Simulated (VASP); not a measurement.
A run of VASP 6.6.1:

The input INCAR:

```
SYSTEM = Zn
PREC = Accurate
ENCUT = 520
EDIFF = 1E-7
ISMEAR = 0
SIGMA = 0.15
LREAL = .FALSE.
LASPH = .TRUE.
NELM = 100
ALGO = Fast
ISIF = 2
LWAVE = .FALSE.
LCHARG = .FALSE.
GGA = PE
NBANDS = 19
```

KPOINTS

```
regular mesh
0
G
  24 24 10
  0 0 0
```

Contents of POSCAR:

```
Zn
1.0
    2.8779818974      0.0000000000      0.0000000000
   -1.4389909487      2.4924054348      0.0000000000
    0.0000000000      0.0000000000      4.5509640000
Zn
2
Direct
    0.3333333333      0.6666666667      0.2500000000
    0.6666666667      0.3333333333      0.7500000000
```

Potentials or basis: VASP PAW PBE potentials, release 64 (Zn).

The run is started by

```console
$ cat potpaw_PBE.64/Zn/POTCAR > POTCAR
$ mpirun -np 1 vasp_std > vasp.out
```

Hardware: 1 thread of AMD EPYC 9R45 96-Core Processor (Zen 5), with other jobs on the host.

Problem. How long does it take, and how much memory?

Solution. It took 2.1 min on 1 thread of AMD EPYC 9R45 96-Core Processor (Zen 5) (shared host), peak memory 0.27 GiB. Counts: scf iterations 15, k points 366.
